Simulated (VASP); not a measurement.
Here is a VASP 6.6.1 calculation.

INCAR

```
SYSTEM = HfO2
PREC = Accurate
ENCUT = 520
EDIFF = 1E-6
ISMEAR = 0
SIGMA = 0.01
LREAL = .False.
LASPH = .True.
NELM = 150
ALGO = Normal
ISIF = 2
LWAVE = .False.
LCHARG = .False.
LNONCOLLINEAR = .True.
MAGMOM = 0 0 0 0 0 0 0 0 0
LORBIT = 11
LSORBIT = .True.
GGA_COMPAT = .False.
LORBMOM = .True.
LMAXMIX = 4
GGA = PS
IVDW = 13
NBANDS = 35
```

File KPOINTS:

```
regular mesh
0
Gamma
  8 8 8
  0 0 0
```

POSCAR

```
HfO2
1.0
    0.0000000000      2.5575000000      2.5575000000
    2.5575000000      0.0000000000      2.5575000000
    2.5575000000      2.5575000000      0.0000000000
Hf O
1 2
Direct
    0.0000000000      0.0000000000      0.0000000000
    0.2500000000      0.2500000000      0.2500000000
    0.7500000000      0.7500000000      0.7500000000
```

Potentials or basis: VASP PAW PBE potentials, release 64 (Hf_pv, O).

Command:

```console
$ cat potpaw_PBE.64/Hf_pv/POTCAR potpaw_PBE.64/O/POTCAR > POTCAR
$ mpirun -np 1 vasp_ncl > vasp.out
```

(1) Predict the pressure.

(2) What does it give for the net moment?

(3) Estimate the dispersion energy per atom.

## Answers

(1) -15.1 GPa.

(2) 0.00 μB per cell.

(3) -0.108 eV.

Caveat: the PAW data sets were made with another functional, which shifts forces and pressure a little.
